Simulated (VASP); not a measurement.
# Te2Mo in VASP: further runs

Te2Mo is run at these levels: r2SCAN; tasks: single point.

All numbers are computed with VASP 6.6.1; they aren't measurements. Logs are shortened: lines on timing, memory, paths and dates and some standing lists are left out, and cuts for length are marked.

### 1 The cell of the first run

The cell holds a slab with vacuum, 3 atoms: a = 3.561 Å, b = 3.561 Å, c = 17.524 Å, α = 90.00°, β = 90.00°, γ = 120.00°.

### 2 Single point, r2SCAN (atom 1 (Te) moved +0.240 Å along Cartesian [0 0 1])

POSCAR reads:

```
Te2Mo
1.0
    3.5612561764      0.0000000000      0.0000000000
   -1.7806280882      3.0841383181      0.0000000000
    0.0000000000      0.0000000000     17.5238001931
Te Mo
2 1
Direct
    0.3333333333      0.6666666667      0.9116033676
    0.3333333333      0.6666666667      0.1020922919
    0.0000000000      0.0000000000      0.0000000000
```

INCAR.step1 reads:

```
PREC     = Accurate       # precision mode
ENCUT    = 520            # plane-wave cutoff, eV
ISMEAR   = 0              # smearing method
SIGMA    = 0.05           # smearing width, eV
LREAL    = F              # projectors in reciprocal space
LASPH    = T              # aspherical terms in the spheres
NELM     = 60             # most SCF steps
NBANDS   = 20             # bands
GGA      = PE             # functional
ALGO     = Normal         # electronic algorithm
EDIFF    = 1E-4           # SCF threshold, eV
LWAVE    = T              # write WAVECAR
LCHARG   = F              # write CHGCAR
```

INCAR.step2 reads:

```
PREC     = Accurate       # precision mode
ENCUT    = 520            # plane-wave cutoff, eV
EDIFF    = 1E-6           # SCF threshold, eV
ISMEAR   = 0              # smearing method
SIGMA    = 0.05           # smearing width, eV
LREAL    = F              # projectors in reciprocal space
LASPH    = T              # aspherical terms in the spheres
NELM     = 60             # most SCF steps
ALGO     = Normal         # electronic algorithm
ISIF     = 2              # what is computed and relaxed
LWAVE    = F              # write WAVECAR
LCHARG   = F              # write CHGCAR
METAGGA  = R2SCAN         # meta-GGA
LMIXTAU  = T            
NBANDS   = 20             # bands
ISTART   = 1
```

KPOINTS reads:

```
Automatic mesh
0
Gamma
  12 12 2
```

Potentials or basis: VASP PAW PBE potentials, release 64 (Te, Mo_sv).

Started as:

```bash
$ cat potpaw_PBE.64/Te/POTCAR potpaw_PBE.64/Mo_sv/POTCAR > POTCAR
$ cp INCAR.step1 INCAR
$ mpirun -np 1 vasp_std > vasp.out
$ cp INCAR.step2 INCAR
$ mpirun -np 1 vasp_std > vasp.out
```

OUTCAR:

```text
PREC = Accurate
   ENCUT = 520
   EDIFF = 1E-6
   ISMEAR = 0
   LREAL = F
   LASPH = T
   NELM = 60
   ISIF = 2
   METAGGA = R2SCAN
   ISTART = 1

 ion  position               nearest neighbor table
   1  0.333  0.667  0.912-   3 2.57   3 2.57   3 2.57   2 3.34
   2  0.333  0.667  0.102-   3 2.73   3 2.73   3 2.73   1 3.34
   3  0.000  0.000  0.000-   1 2.57   1 2.57   1 2.57   2 2.73   2 2.73   2 2.73

  LATTYP: Found a hexagonal cell.
 ALAT       =     3.5612561764
 C/A-ratio  =     4.9206794808

  Lattice vectors:

 A1 = (   3.5612561764,   0.0000000000,   0.0000000000)
 A2 = (  -1.7806280882,   3.0841383181,   0.0000000000)
 A3 = (   0.0000000000,   0.0000000000,  17.5238001931)

Analysis of symmetry for initial positions (statically):
=====================================================================
 Subroutine PRICEL returns:
 Original cell was already a primitive cell.

 Routine SETGRP: Setting up the symmetry group for a
 hexagonal supercell.

 Subroutine GETGRP returns: Found  6 space group operations
 (whereof  6 operations were pure point group operations)
 out of a pool of 24 trial point group operations.

The static configuration has the point symmetry C_3v.

Analysis of symmetry for dynamics (positions and initial velocities):
=====================================================================
 Subroutine PRICEL returns:
 Original cell was already a primitive cell.

 Routine SETGRP: Setting up the symmetry group for a
 hexagonal supercell.

 Subroutine GETGRP returns: Found  6 space group operations
 (whereof  6 operations were pure point group operations)
 out of a pool of 24 trial point group operations.

The dynamic configuration has the point symmetry C_3v.

 Subroutine INISYM returns: Found  6 space group operations
 (whereof  6 operations are pure point group operations),
 and found     1 'primitive' translations

----------------------------------------------------------------------------------------

                                     Primitive cell

  volume of cell :     192.4710

  direct lattice vectors                    reciprocal lattice vectors
     3.561256176  0.000000000  0.000000000     0.280799794  0.162119837  0.000000000
    -1.780628088  3.084138318  0.000000000     0.000000000  0.324239673  0.000000000
     0.000000000  0.000000000 17.523800193     0.000000000  0.000000000  0.057065248

  length of vectors
     3.561256176  3.561256176 17.523800193     0.324239673  0.324239673  0.057065248

  position of ions in fractional coordinates (direct lattice)
     0.333333333  0.666666667  0.911603368
     0.333333333  0.666666667  0.102092292
     0.000000000  0.000000000  0.000000000

  ion indices of the primitive-cell ions
   primitive index   ion index
                 1           1
                 2           2
                 3           3

----------------------------------------------------------------------------------------

 KPOINTS: Automatic mesh

Automatic generation of k-mesh.
 Grid dimensions read from file:
 generate k-points for:   12   12    2

 Generating k-lattice:

  Cartesian coordinates                     Fractional coordinates (reciprocal lattice)
     0.023399983  0.013509986  0.000000000     0.083333333  0.000000000  0.000000000
     0.000000000  0.027019973  0.000000000     0.000000000  0.083333333  0.000000000
     0.000000000  0.000000000  0.028532624     0.000000000  0.000000000  0.500000000

  Length of vectors
     0.027019973  0.027019973  0.028532624

  Shift w.r.t. Gamma in fractional coordinates (k-lattice)
     0.000000000  0.000000000  0.000000000

 Subroutine IBZKPT returns following result:
 ===========================================

 Found     38 irreducible k-points:

 Following reciprocal coordinates:
            Coordinates               Weight
  0.000000  0.000000  0.000000      1.000000
  0.083333 -0.000000  0.000000      6.000000
  0.166667  0.000000  0.000000      6.000000
  0.250000  0.000000  0.000000      6.000000
  0.333333  0.000000  0.000000      6.000000
  0.416667 -0.000000  0.000000      6.000000
[... 16 lines left out ...]
  0.250000  0.000000  0.500000      6.000000
  0.333333  0.000000  0.500000      6.000000
 [... further k-points ...]
   k-points           NKPTS =     38   k-points in BZ     NKDIM =     38   number of bands    NBANDS=     20
   number of dos      NEDOS =    301   number of ions     NIONS =      3
   total plane-waves  NPLWV = 109760
   dimension x,y,z NGX =    28 NGY =   28 NGZ =  140
   dimension x,y,z NGXF=    56 NGYF=   56 NGZF=  280
   ions per type =               2   1
   NGX,Y,Z   is equivalent  to a cutoff of  13.07, 13.07, 13.28 a.u.
   NGXF,Y,Z  is equivalent  to a cutoff of  26.14, 26.14, 26.56 a.u.
 SYSTEM =  unknown system
   PREC   = accura    normal or accurate (medium, high low for compatibility)
   ISTART =      1    job   : 0-new  1-cont  2-samecut
   ICHARG =      0    charge: 1-file 2-atom 10-const
   ISPIN  =      1    spin polarized calculation?
   LNONCOLLINEAR =      F non collinear calculations
   LSORBIT =      F    spin-orbit coupling
   LASPH  =      T    aspherical Exc in radial PAW
   ENCUT  =  520.0 eV  38.22 Ry    6.18 a.u.   6.62  6.62 32.58*2*pi/ulx,y,z
   NELM   =     60;   NELMIN=  2; NELMDL=  0     # of ELM steps
   EDIFF  = 0.1E-05   stopping-criterion for ELM
   LREAL  =      F    real-space projection
   EDIFFG = 0.1E-04   stopping-criterion for IOM
   NSW    =      0    number of steps for IOM
   IBRION =     -1    ionic relax: 0-MD 1-quasi-New 2-CG
   NFREE  =      0    steps in history (QN), initial steepest desc. (CG)
   ISIF   =      2    stress and relaxation
   ISYM   =      2    0-nonsym 1-usesym 2-fastsym
   POTIM  = 0.5000    time-step for ionic-motion
   TEBEG  =    0.0;   TEEND  =   0.0 temperature during run
   PSTRESS=    0.0 pullay stress
   NELECT =      26.0000    total number of electrons
   NUPDOWN=      -1.0000    fix difference up-down
   EMIN   =  10.00;   EMAX   =-10.00  energy-range for DOS
   EFERMI =   0.00;   METHOD = LEGACY
   ISMEAR =     0;   SIGMA  =   0.05  broadening in eV -4-tet -1-fermi 0-gaus
   EFERMI_NEDOS =   21; number of points for ismear=-14 and -15
   IALGO  =     38    algorithm
   IMIX   =      4    mixing-type and parameters
     AMIX     =   0.40;   BMIX     =  1.00
     AMIX_MAG =   1.60;   BMIX_MAG =  1.00
  volume/ion in A,a.u.               =      64.16       432.95
  Fermi-wavevector in a.u.,A,eV,Ry     =   0.839997  1.587363  9.600192  0.705594
  Thomas-Fermi vector in A             =   1.954306
   LORBIT       =      0    0 simple, 1 ext, 2 COOP (PROOUT), +10 PAW based schemes
   METAGGA = R2SCAN    functional components
   LHFCALC =     F    Hartree Fock is set to
   AEXX    =    0.0000 exact exchange contribution
   IVDW    =     0    specifies the selected vdW correction
   LEPSILON=     F    determine dielectric tensor
   LRPA    =     F    only Hartree local field effects (RPA)
 non-spin polarized calculation
 Gauss-broadening in eV      SIGMA  =   0.05
  energy-cutoff  :      520.00
  volume of cell :      192.47
 maximum number of plane-waves:      5262
 NGX is ok and might be reduce to    28
   NGX = 13   NGY = 13   NGZ = 65

 number of electron      26.0000000 magnetization

 Free energy of the ion-electron system (eV)
  ---------------------------------------------------
  ext. energy  EPLUGINS =         0.00000000
  ---------------------------------------------------
  free energy    TOTEN  =       -77.32455535 eV

  energy without entropy =      -77.32455535  energy(sigma->0) =      -77.32455535

 E-fermi :   0.3243     XC(G=0):  -4.6920

 val. band max:       -0.0248980218   @ k =   0.0000   0.0000   0.5000
 cond. band min:       0.6194490208   @ k =   0.3333   0.3333   0.0000
 fundamental gap:      0.6443470426
 Fermi energy:         0.3242930291

 k-point     1 :       0.0000    0.0000    0.0000
  band No.  band energies     occupation
      1     -62.7059      2.00000
      2     -36.1465      2.00000
      3     -36.1106      2.00000
      4     -36.1106      2.00000
      5     -13.5802      2.00000
      6     -12.1098      2.00000
[... 12 lines left out ...]
     19       5.3493      0.00000
     20       6.0108      0.00000

 k-point     2 :       0.0833   -0.0000    0.0000
  band No.  band energies     occupation
      1     -62.7051      2.00000
      2     -36.1444      2.00000
      3     -36.1201      2.00000
      4     -36.1127      2.00000
      5     -13.4801      2.00000
      6     -12.0496      2.00000
[... 12 lines left out ...]
     19       5.4647      0.00000
     20       6.2132      0.00000

 k-point     3 :       0.1667    0.0000    0.0000
  band No.  band energies     occupation
      1     -62.7031      2.00000
      2     -36.1484      2.00000
      3     -36.1360      2.00000
      4     -36.1186      2.00000
      5     -13.1908      2.00000
      6     -11.8756      2.00000
[... 12 lines left out ...]
     19       5.7931      0.00000
     20       6.5012      0.00000

 k-point     4 :       0.2500    0.0000    0.0000
  band No.  band energies     occupation
      1     -62.7004      2.00000
      2     -36.1831      2.00000
      3     -36.1282      2.00000
      4     -36.1266      2.00000
      5     -12.7494      2.00000
      6     -11.6118      2.00000
[... 12 lines left out ...]
     19       6.2896      0.00000
     20       6.8562      0.00000

 k-point     5 :       0.3333    0.0000    0.0000
  band No.  band energies     occupation
      1     -62.6977      2.00000
      2     -36.2185      2.00000
      3     -36.1346      2.00000
      4     -36.1196      2.00000
      5     -12.2316      2.00000
      6     -11.3065      2.00000
[... 12 lines left out ...]
     19       6.4783      0.00000
     20       6.6409      0.00000

 k-point     6 :       0.4167   -0.0000    0.0000
  band No.  band energies     occupation
      1     -62.6957      2.00000
      2     -36.2443      2.00000
      3     -36.1405      2.00000
      4     -36.1131      2.00000
      5     -11.7769      2.00000
      6     -11.0444      2.00000
[... 12 lines left out ...]
     19       6.4580      0.00000
     20       7.0224      0.00000

 k-point     7 :       0.5000    0.0000    0.0000
  band No.  band energies     occupation
      1     -62.6949      2.00000
      2     -36.2537      2.00000
      3     -36.1426      2.00000
      4     -36.1108      2.00000
      5     -11.5867      2.00000
      6     -10.9366      2.00000
[... 12 lines left out ...]
     19       6.4784      0.00000
     20       7.2506      0.00000
[... 277 lines left out ...]
 k-point    20 :       0.0000    0.0000    0.5000
  band No.  band energies     occupation
      1     -62.7059      2.00000
      2     -36.1465      2.00000
      3     -36.1106      2.00000
      4     -36.1106      2.00000
      5     -13.5802      2.00000
      6     -12.1099      2.00000
[... 12 lines left out ...]
     19       5.1210      0.00000
     20       6.2022      0.00000

 k-point    21 :       0.0833   -0.0000    0.5000
  band No.  band energies     occupation
      1     -62.7051      2.00000
      2     -36.1444      2.00000
      3     -36.1201      2.00000
      4     -36.1127      2.00000
      5     -13.4801      2.00000
      6     -12.0496      2.00000
[... 12 lines left out ...]
     19       5.2597      0.00000
     20       6.5569      0.00000

 k-point    22 :       0.1667    0.0000    0.5000
  band No.  band energies     occupation
      1     -62.7031      2.00000
      2     -36.1484      2.00000
      3     -36.1360      2.00000
      4     -36.1186      2.00000
      5     -13.1908      2.00000
      6     -11.8756      2.00000
[... 12 lines left out ...]
     19       5.5697      0.00000
     20       6.8758      0.00000

 k-point    23 :       0.2500    0.0000    0.5000
  band No.  band energies     occupation
      1     -62.7004      2.00000
      2     -36.1831      2.00000
      3     -36.1282      2.00000
      4     -36.1266      2.00000
      5     -12.7494      2.00000
      6     -11.6118      2.00000
[... 12 lines left out ...]
     19       6.0309      0.00000
     20       7.2284      0.00000

 k-point    24 :       0.3333    0.0000    0.5000
  band No.  band energies     occupation
      1     -62.6977      2.00000
      2     -36.2185      2.00000
      3     -36.1346      2.00000
      4     -36.1196      2.00000
      5     -12.2316      2.00000
      6     -11.3065      2.00000
[... 12 lines left out ...]
     19       6.5035      0.00000
     20       6.6072      0.00000

 [... further k-points ...]

------------------------ aborting loop because EDIFF is reached ----------------------------------------

  FORCE on cell =-STRESS in cart. coord.  units (eV):
  Direction    XX          YY          ZZ          XY          YZ          ZX
  --------------------------------------------------------------------------------------
  -------------------------------------------------------------------------------------
  Total        3.1582302      3.1582302      7.1365084     -0.0000000      0.0000000      0.0000000
  in kB       26.2899044     26.2899044     59.4060955     -0.0000000      0.0000000      0.0000000
  external PRESSURE =      37.3286348 kB  Pullay stress =       0.0000000 kB

 VOLUME and BASIS-vectors are now :
 -----------------------------------------------------------------------------
  energy-cutoff  :      520.00
  volume of cell :      192.47
      direct lattice vectors                 reciprocal lattice vectors
     3.561256176  0.000000000  0.000000000     0.280799794  0.162119837  0.000000000
    -1.780628088  3.084138318  0.000000000     0.000000000  0.324239673  0.000000000
     0.000000000  0.000000000 17.523800193     0.000000000  0.000000000  0.057065248

 POSITION                                       TOTAL-FORCE (eV/Angst)
 -----------------------------------------------------------------------------------
     -0.00000      2.05609     15.97476        -0.000000      0.000000     -4.011578
     -0.00000      2.05609      1.78904         0.000000      0.000000      0.523113
      0.00000      0.00000      0.00000        -0.000000     -0.000000      3.488465
 -----------------------------------------------------------------------------------
    total drift:                               -0.000000      0.000000      0.000004

  FREE ENERGIE OF THE ION-ELECTRON SYSTEM (eV)
  ---------------------------------------------------
  free  energy   TOTEN  =       -77.3245553503 eV

  energy  without entropy=      -77.3245553503  energy(sigma->0) =      -77.32455535
```

It took 16 min on 1 thread of AMD EPYC 7R43 (Zen 3), shared host; peak memory 0.41 GiB.

Results:

```
Free energy            : -77.3246 eV
Largest force          : 4.012 eV/Å
Band gap on the k mesh : 0.64 eV, indirect (least direct gap 0.98 eV)
```

Forces on the atoms (eV/Å):
```
Te   0.000  0.000 -4.012
Te   0.000  0.000  0.523
Mo   0.000  0.000  3.488
```

Levels at points of the mesh, in eV from the valence-band top:
| k point | band 9 | band 10 | band 11 | band 12 | band 13 | band 14 | band 15 | band 16 | band 17 | band 18 |
| --- | --- | --- | --- | --- | --- | --- | --- | --- | --- | --- |
| (0.00, 0.00, 0.00) | -2.62 | -1.65 | -1.42 | -1.42 | 0.00 | 2.96 | 2.96 | 3.90 | 3.90 | 4.79 |
| (0.50, 0.00, 0.00) | -3.87 | -3.01 | -1.62 | -0.88 | -0.78 | 1.18 | 1.60 | 3.59 | 4.20 | 4.52 |
| (0.00, 0.00, 0.50) | -2.62 | -1.65 | -1.42 | -1.42 | 0.00 | 2.96 | 2.96 | 3.90 | 3.90 | 4.88 |
| (0.50, 0.00, 0.50) | -3.87 | -3.01 | -1.62 | -0.88 | -0.78 | 1.18 | 1.60 | 3.59 | 4.20 | 4.52 |

Caveat: the cell differs from its parent crystal (atom 1 (Te) moved +0.240 Å along Cartesian [0 0 1]); the PAW data sets were made with another functional, which shifts forces and pressure a little; spin-orbit coupling is left out, which moves the levels of the heavy elements.

### 3 Single point, r2SCAN (atom 1 (Te) moved -0.120 Å along Cartesian [0 0 1])

POSCAR, as its differences from that of step 2:

```diff
@@ -8,3 +8,3 @@
 Direct
-    0.3333333333      0.6666666667      0.9116033676
+    0.3333333333      0.6666666667      0.8910598784
     0.3333333333      0.6666666667      0.1020922919
```

INCAR.step1 reads:

```
SYSTEM = Te2Mo
PREC = Accurate
ENCUT = 520
ISMEAR = 0
SIGMA = 0.05
LREAL = .FALSE.
LASPH = .TRUE.
NELM = 100
NBANDS = 20
GGA = PE
ALGO = Normal
EDIFF = 1E-4
LWAVE = .TRUE.
LCHARG = .FALSE.
```

INCAR.step2 reads:

```
SYSTEM = Te2Mo
PREC = Accurate
ENCUT = 520
EDIFF = 1E-7
ISMEAR = 0
SIGMA = 0.05
LREAL = .FALSE.
LASPH = .TRUE.
NELM = 100
ALGO = Normal
ISIF = 2
LWAVE = .FALSE.
LCHARG = .FALSE.
METAGGA = R2SCAN
LMIXTAU = .TRUE.
NBANDS = 20
ISTART = 1
```

KPOINTS reads:

```
regular mesh
0
G
  12 12 2
  0 0 0
```

Potentials or basis: VASP PAW PBE potentials, release 64 (Te, Mo_sv).

Started as:

```bash
$ cat potpaw_PBE.64/Te/POTCAR potpaw_PBE.64/Mo_sv/POTCAR > POTCAR
$ cp INCAR.step1 INCAR
$ mpirun -np 1 vasp_std > vasp.out
$ cp INCAR.step2 INCAR
$ mpirun -np 1 vasp_std > vasp.out
```

Wall time 29 min (1 thread of AMD EPYC 7R43 (Zen 3), shared host); peak memory 0.41 GiB.

Results (log left out):

* Free energy: -77.6919 eV
* Largest force: 1.274 eV/Å
* Band gap on the k mesh: 1.19 eV, direct

Forces in eV/Å, atoms in the order of the input:
```
Te   0.000  0.000  1.274
Te   0.000  0.000 -0.157
Mo   0.000  0.000 -1.117
```

Levels at points of the mesh, in eV from the valence-band top:
| k point | band 10 | band 11 | band 12 | band 13 | band 14 | band 15 | band 16 | band 17 |
| --- | --- | --- | --- | --- | --- | --- | --- | --- |
| (0.00, 0.00, 0.00) | -1.66 | -0.86 | -0.86 | -0.51 | 3.03 | 3.03 | 3.39 | 3.39 |
| (0.50, 0.00, 0.00) | -2.35 | -1.85 | -0.76 | -0.36 | 1.47 | 1.80 | 3.31 | 3.62 |
| (0.00, 0.00, 0.50) | -1.66 | -0.86 | -0.86 | -0.51 | 3.03 | 3.03 | 3.39 | 3.39 |
| (0.50, 0.00, 0.50) | -2.35 | -1.85 | -0.76 | -0.36 | 1.47 | 1.80 | 3.31 | 3.62 |

Caveat: the cell differs from its parent crystal (atom 1 (Te) moved -0.120 Å along Cartesian [0 0 1]); the PAW data sets were made with another functional, which shifts forces and pressure a little; spin-orbit coupling is left out, which moves the levels of the heavy elements.
